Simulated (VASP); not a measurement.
A run of VASP 6.6.1:

File INCAR:

```
SYSTEM = Cl
PREC = Accurate ; ENCUT = 500
EDIFF = 1E-6 ; ISMEAR = 0
SIGMA = 0.1 ; LREAL = .FALSE.
LASPH = .TRUE. ; NELM = 120
ALGO = Normal ; ISIF = 2
LWAVE = .FALSE. ; LCHARG = .FALSE.
GGA = PS ; NBANDS = 10
GGA_COMPAT = .FALSE.
```

KPOINTS

```
regular mesh
0
G
  6 6 6
  0 0 0
```

File POSCAR:

```
Cl
1.0
    4.1093344361      0.0000000000      0.0000000000
   -2.0546672180      3.5587880143      0.0000000000
    0.0000000000      0.0000000000      2.2186495178
Cl
1
Direct
    0.0000000000      0.0000000000      0.0000000000
```

Potentials or basis: VASP PAW PBE potentials, release 64 (Cl).

Command:

```sh
$ cat potpaw_PBE.64/Cl/POTCAR > POTCAR
$ mpirun -np 1 vasp_std > vasp.out
```

Hardware: 1 thread of AMD EPYC 7R13, with other jobs on the host.

Task: How long does it take, and how much memory?

Result: It took 9.8 s on 1 thread of AMD EPYC 7R13, with other jobs on the host, peak memory 0.1 GiB. Counts: scf iterations 11, k points 28.
